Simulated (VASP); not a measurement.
A run of VASP 6.6.1 is set up as follows.

INCAR

```
SYSTEM = Ba
ALGO = Normal
EDIFF = 1E-6
ENCUT = 520
GGA = PE
ISIF = 2
ISMEAR = -1
LASPH = .True.
LCHARG = .False.
LREAL = .False.
LWAVE = .False.
NBANDS = 17
NELM = 80
PREC = Accurate
SIGMA = 0.05
```

The input KPOINTS:

```
k-points
0
Gamma
  9 9 9
  0 0 0
```

Contents of POSCAR:

```
Ba
1.0
    0.0000000000      3.6194502105      3.6194502105
    3.6194502105      0.0000000000      3.6194502105
    3.6194502105      3.6194502105      0.0000000000
Ba
2
Direct
   -0.1250000000     -0.1250000000     -0.1250000000
    0.1250000000      0.1250000000      0.1250000000
```

Potentials or basis: VASP PAW PBE potentials, release 64 (Ba_sv).

Launch:

```console
$ cat potpaw_PBE.64/Ba_sv/POTCAR > POTCAR
$ mpirun -np 1 vasp_std > vasp.out
```

Question: What does it give for the pressure?

Answer: 3.8 GPa.

Question: What does it give for the band gap on the k mesh?

Answer: Zero (bands 10 and 11 overlap by 0.27 eV).

Caveat: the cell stands under pressure; spin-orbit coupling is left out, which moves the levels of the heavy elements.
